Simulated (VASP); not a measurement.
Si5Sn, 18 atoms in the cell. The cell holds a disordered packing, 18 atoms: a = 7.521 Å, b = 6.927 Å, c = 7.218 Å, α = 89.19°, β = 90.40°, γ = 91.36°. 

| Item | Value |
| --- | --- |
| Program | VASP 6.6.1 |
| Task | single point |
| Functional | PBE |
| Potentials or basis | VASP PAW PBE potentials, release 64 (Si, Sn_d) |
| Cutoff | 520 eV |
| k mesh | 1 × 1 × 1, shifted |
| Occupations | fermi-dirac, width 0.2585 eV |
| Spin | no spin polarisation |
| Dipole correction | no |
| Further INCAR settings | LREAL = Auto; ALGO = Normal; EDIFF = 1e-06; NBANDS = 66; ISYM = 0 |

Potentials or basis: VASP PAW PBE potentials, release 64 (Si, Sn_d).

Command:

```sh
$ cat potpaw_PBE.64/Si/POTCAR potpaw_PBE.64/Sn_d/POTCAR > POTCAR
$ mpirun -np 1 vasp_std > vasp.out
```

Hardware: 1 thread of Intel Xeon 8259CL (shared host).

How long does it take, and how much memory?

Wall time 80 s on 1 thread of Intel Xeon 8259CL (shared host), peak memory 0.36 GiB. Counts: scf iterations 14, k points 1.
